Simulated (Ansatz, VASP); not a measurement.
Two plane-wave programs on NaCl

```
Na Cl
1.0
     0.00000    2.64382    2.64382
     2.64382    0.00000    2.64382
     2.64382    2.64382    0.00000
Na Cl
1 1
Cartesian
  0.0000 0.0000 0.0000
  2.6438 2.6438 2.6438
```

Alike in both runs: task single point; functional PBE; k mesh 8 × 8 × 8; occupations gaussian, width 0.05 eV; no spin polarisation.

```csv
,VASP,Ansatz
version,VASP 6.6.1,Ansatz 0.2.0
potentials or method,"VASP PAW PBE potentials, release 64 (Na_pv, Cl), cutoff 520 eV","scalar-relativistic, plane waves, PAW"
valence electrons in the cell,14,16
```

VASP gave:

* gap on the k mesh at the Fermi level (eV): 5.97
* least direct gap on the mesh (eV): 5.97
* pressure (GPa): 8.9

Q: Estimate Ansatz's values.

A: gap on the k mesh at the Fermi level (eV): 5.97; least direct gap on the mesh (eV): 5.97; pressure (GPa): 8.8.

The functional is the same, so the differences come from potentials, cutoffs and numerics. VASP's potentials hold 14 valence electrons a cell and Ansatz's 16, so a difference there can come from the potentials and not from the codes.
